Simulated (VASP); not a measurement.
A run of VASP 6.6.1 is set up as follows.

Contents of INCAR:

```
PREC = Accurate ; ENCUT = 520
EDIFF = 1E-6 ; ISMEAR = -1
SIGMA = 0.1 ; LREAL = F
LASPH = T ; NELM = 100
ALGO = Normal ; ISIF = 2
LWAVE = F ; LCHARG = F
NBANDS = 21
```

The input KPOINTS:

```
Automatic mesh
0
Gamma
  11 11 8
```

Contents of POSCAR:

```
Sn
1.0
   -2.8994216605      2.9008009606      1.5581694818
    2.9008009606     -2.8994216605      1.5581694818
    2.8985835788      2.8985835788     -1.5556411493
Sn
2
Direct
    0.0000164062      0.9999835938      0.0000000000
    0.7499835938      0.2500164062      0.5000000000
```

Potentials or basis: VASP PAW LDA potentials, release 64 (Sn_d).

Command:

```sh
$ cat potpaw_LDA.64/Sn_d/POTCAR > POTCAR
$ mpirun -np 1 vasp_std > vasp.out
```

**Question.** What does it give for the band gap on the k mesh?

**Answer.** Zero (bands 14 and 15 overlap by 3.81 eV).

**Question.** Estimate the pressure.

**Answer.** 0.0 GPa.

Caveat: spin-orbit coupling is left out, which moves the levels of the heavy elements.
